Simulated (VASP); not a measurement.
## Si62As (a cell with a defect): single point with LDA

Si62As (a cell with a defect):

```
CELL_PARAMETERS angstrom
10.86000 0.00000 0.00000
0.00000 10.86000 0.00000
0.00000 0.00000 10.86000
ATOMIC_POSITIONS crystal
Si 0.49865 0.00046 0.99866
Si 0.62239 0.12567 0.12435
Si 0.74967 0.25073 0.99941
Si 0.87347 0.37549 0.12600
Si 0.74975 0.00457 0.24555
Si 0.87242 0.12256 0.37710
Si 0.99765 0.00079 0.00029
Si 0.12317 0.12507 0.12481
Si 0.24885 0.25031 0.99981
Si 0.37419 0.37595 0.12490
Si 0.49836 0.50153 0.00032
Si 0.62593 0.62691 0.12785
Si 0.74950 0.74956 0.00026
Si 0.87251 0.87295 0.12769
Si 0.24773 0.00046 0.24964
Si 0.37366 0.12547 0.37314
Si 0.49886 0.25137 0.24967
Si 0.62451 0.37452 0.37548
Si 0.74943 0.50097 0.25267
Si 0.87413 0.62502 0.37887
Si 0.49539 0.00350 0.49944
Si 0.62601 0.12207 0.62302
Si 0.74955 0.24997 0.50065
Si 0.87506 0.37402 0.62596
Si 0.74942 0.99723 0.74899
Si 0.87332 0.12406 0.87446
Si 0.99936 0.49986 0.00070
Si 0.12390 0.62591 0.12577
Si 0.24894 0.74982 0.99957
Si 0.37386 0.87690 0.12484
Si 0.99779 0.24964 0.24929
Si 0.12439 0.37502 0.37553
Si 0.24961 0.50156 0.24903
Si 0.37667 0.62685 0.37695
Si 0.49544 0.75042 0.24664
Si 0.99826 0.99743 0.50037
Si 0.12392 0.12422 0.62411
Si 0.24889 0.25064 0.50035
Si 0.37525 0.37545 0.62435
Si 0.50171 0.50111 0.50027
Si 0.62807 0.62522 0.62472
Si 0.87437 0.87113 0.62510
Si 0.24961 0.00089 0.74834
Si 0.37390 0.12514 0.87410
Si 0.49844 0.24953 0.74853
Si 0.62485 0.37508 0.87492
Si 0.75092 0.49990 0.75012
Si 0.87485 0.62421 0.87605
Si 0.99840 0.74959 0.25270
Si 0.12468 0.87464 0.37550
Si 0.99940 0.49963 0.50166
Si 0.12503 0.62402 0.62587
Si 0.24913 0.74949 0.50061
Si 0.37688 0.87306 0.62315
Si 0.99949 0.24923 0.75029
Si 0.12443 0.37479 0.87538
Si 0.24993 0.49972 0.75027
Si 0.37515 0.62583 0.87452
Si 0.50193 0.74976 0.74899
Si 0.62450 0.87467 0.87563
Si 0.99960 0.74818 0.75054
Si 0.12447 0.87447 0.87508
As 0.73626 0.76336 0.48691
```

```
Program             : VASP 6.6.1
Task                : single point
Functional          : LDA
Potentials or basis : VASP PAW LDA potentials, release 64 (Si, As)
Cutoff              : 520 eV
k mesh              : 1 × 1 × 1
Occupations         : fermi-dirac, width 0.05 eV
Spin                : no spin polarisation
```

| Quantity | Value |
| --- | --- |
| Largest force | 0.039 eV/Å |

Forces in eV/Å, atoms in the order of the input:
```
Si   0.010 -0.002  0.009
Si  -0.008  0.004 -0.007
Si  -0.010 -0.003 -0.007
Si   0.007 -0.002  0.006
Si   0.014  0.005 -0.008
Si   0.003 -0.002  0.001
Si   0.001  0.001  0.004
Si   0.006  0.005  0.005
Si   0.005  0.004  0.003
Si  -0.009 -0.009 -0.007
Si   0.004  0.002  0.010
Si   0.002  0.001  0.001
Si  -0.007  0.003 -0.006
Si   0.004  0.004 -0.004
Si   0.002 -0.005 -0.001
Si   0.008 -0.001 -0.007
Si   0.001 -0.006  0.000
Si  -0.004 -0.002 -0.005
Si  -0.005 -0.008 -0.002
Si   0.007 -0.005 -0.027
Si  -0.022  0.021  0.025
Si  -0.001  0.002  0.000
Si  -0.006  0.003 -0.005
Si   0.006 -0.011  0.001
Si  -0.001  0.006  0.009
Si   0.005 -0.003  0.010
Si   0.006 -0.004  0.009
Si  -0.001 -0.013  0.001
Si   0.003  0.007 -0.005
Si  -0.004  0.007 -0.007
Si   0.001 -0.005 -0.012
Si  -0.004  0.009 -0.019
Si   0.008 -0.004  0.003
Si   0.001  0.007 -0.002
Si  -0.020 -0.027 -0.020
Si   0.008  0.003 -0.002
Si  -0.006 -0.002  0.007
Si  -0.003  0.004 -0.007
Si   0.001 -0.002  0.002
Si   0.000 -0.019 -0.001
Si  -0.020 -0.011  0.017
Si   0.008  0.020  0.016
Si   0.009 -0.006  0.009
Si   0.005  0.010 -0.001
Si   0.001 -0.013  0.003
Si  -0.018  0.005 -0.003
Si   0.014 -0.004  0.001
Si   0.005 -0.001  0.011
Si   0.001  0.007  0.001
Si   0.008  0.009 -0.012
Si   0.004 -0.004  0.019
Si   0.013 -0.007  0.010
Si  -0.001  0.006 -0.006
Si   0.000  0.002 -0.004
Si   0.009  0.001  0.003
Si   0.005 -0.003 -0.006
Si  -0.008 -0.006  0.008
Si  -0.001  0.000  0.004
Si  -0.006 -0.001  0.013
Si  -0.006  0.005  0.005
Si  -0.003 -0.009 -0.006
Si  -0.009  0.025 -0.008
As  -0.007  0.012 -0.021
```

Levels at points of the mesh, in eV from the Fermi level:
```
           k point  band 123  band 124  band 125  band 126  band 127  band 128  band 129  band 130
(0.00, 0.00, 0.00)     -0.86     -0.62     -0.62     -0.19      0.24      0.24      0.30      0.33
```

Wall time 2.4 min on 1 thread of AMD EPYC 9R45 96-Core Processor (Zen 5), with other jobs on the host, peak memory 0.68 GiB.

Caveat: the k points lie up to 0.58 Å⁻¹ apart; the cell carries a net charge on a neutralising background, which shifts energy and pressure; the cell is charged against a uniform background, so pressure and absolute levels hang on convention.
